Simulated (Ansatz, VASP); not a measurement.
This is a calculation of NiO for VASP 6.6.1.

File INCAR:

```
ALGO     = Normal         # electronic algorithm
EDIFF    = 1E-7           # SCF threshold, eV
EDIFFG   = -0.005         # ionic threshold
ENCUT    = 600            # plane-wave cutoff, eV
GGA      = RE             # functional
IBRION   = 2              # ionic algorithm
ISIF     = 3              # what is computed and relaxed
ISMEAR   = -1             # smearing method
ISPIN    = 2              # spin polarisation
IVDW     = 13             # dispersion correction
LASPH    = T              # aspherical terms in the spheres
LCHARG   = F              # write CHGCAR
LMAXMIX  = 4              # l up to which the mixer works
LORBIT   = 11             # projections on sites
LREAL    = F              # projectors in reciprocal space
LWAVE    = F              # write WAVECAR
MAGMOM   = 1 0            # initial moments
NELM     = 150            # most SCF steps
NSW      = 80             # ionic steps
PREC     = Accurate       # precision mode
SIGMA    = 0.05           # smearing width, eV
```

KPOINTS

```
k-points
0
Gamma
  11 11 11
```

File POSCAR:

```
NiO
1.0
    0.0000000000      2.0859016414      2.0859016414
    2.0859016414      0.0000000000      2.0859016414
    2.0859016414      2.0859016414      0.0000000000
Ni O
1 1
Direct
    0.0000000000      0.0000000000      0.0000000000
    0.5000000000      0.5000000000      0.5000000000
```

Potentials or basis: VASP PAW PBE potentials, release 64 (Ni, O).

Launch:

```console
$ cat potpaw_PBE.64/Ni/POTCAR potpaw_PBE.64/O/POTCAR > POTCAR
$ mpirun -np 1 vasp_std > vasp.out
```

Set up the same calculation for Ansatz 0.2.0. Potentials there: all-electron LAPW, scalar-relativistic.

As run (the cutoff follows the program's own potentials):

File input.yaml:

```yaml
crystal:
  lattice:
    - [0.0, 2.0859016414, 2.0859016414]
    - [2.0859016414, 0.0, 2.0859016414]
    - [2.0859016414, 2.0859016414, 0.0]
  atoms:
    - { symbol: Ni, position: [0.0, 0.0, 0.0], spin: 1.0 }
    - { symbol: O, position: [0.5, 0.5, 0.5] }
kpoints:
  mp_grid: { grid: [11, 11, 11] }
scf:
  occupations: { method: fermi_dirac, width: 0.05 }
hamiltonian:
  xc: revpbe
  dispersion: d4
  pseudopotentials: { kind: all_electron, lapw: { basis_error: 0.001 } }
magnetization:
  spin_polarized: true
output:
  forces: true
  stress: true
relax:
  f_tol: 0.005
  max_steps: 60
  cell: {}
```

Potentials or basis: all-electron LAPW, scalar-relativistic.

The run is started by

```console
$ ansatz run input.yaml --threads 2 --pin off --max-ram 6144MiB --backend cpu --events-out ev --progress --plain --runs-dir out
```

Both were run:

|  | VASP | Ansatz | Ansatz less VASP |
| --- | --- | --- | --- |
| net moment per atom (μB) | 0.90 | 0.93 | +0.034 |
| size of the moment on the site where the two differ most (μB) | 1.48 | 1.54 | +0.067 |
| relaxed volume (Å³/atom) | 9.16 | 9.21 | +0.042 |
| relaxed length of the cell vector where the two differ most in proportion (Å) | 2.959 | 2.964 | +0.0045 |

VASP's potentials were made for PBE, not for revPBE. Site moments also hang on the region over which each program counts them. Ansatz ran all-electron here, and VASP with PAW potentials.
